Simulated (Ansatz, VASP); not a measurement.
FeSi in VASP and in Ansatz

```xyz
8
Lattice="4.4820 0.0000 0.0000 0.0000 4.4820 0.0000 0.0000 0.0000 4.4820" Properties=species:S:1:pos:R:3 pbc="T T T"
Fe    0.5946    0.5946    0.5946
Fe    1.6464    3.8874    2.8356
Fe    2.8356    1.6464    3.8874
Fe    3.8874    2.8356    1.6464
Si    3.7601    3.7601    3.7601
Si    2.9629    0.7219    1.5191
Si    1.5191    2.9629    0.7219
Si    0.7219    1.5191    2.9629
```

Alike in both runs: functional LDA; k mesh 8 × 8 × 8; no spin polarisation.

Ansatz relaxed the structure, and its values are those at the end. VASP's run is a single point on that final structure, the one shown.

|  | VASP | Ansatz |
| --- | --- | --- |
| version | VASP 6.6.1 | Ansatz 0.2.0 |
| potentials or method | VASP PAW LDA potentials, release 64 (Fe, Si) | scalar-relativistic, plane waves, PAW |
| plane-wave cutoff (eV) | 520 | 420 |
| occupations | gaussian, width 0.01 eV | fixed |
| valence electrons in the cell | 48 | 80 |

Ansatz gave:

```
pressure (GPa)                     : -15.9
rms of the force components (eV/Å) : 0.002
```

Question: Which values does VASP return?

Answer: Pressure (GPa): -15.3; rms of the force components (eV/Å): 0.019.

LDA's correlation is that of Perdew and Zunger in VASP and of Perdew and Wang (1992) in Ansatz. VASP's potentials hold 48 valence electrons a cell and Ansatz's 80, so a difference there can come from the potentials and not from the codes. Ansatz's warnings: stress scf threshold loose.
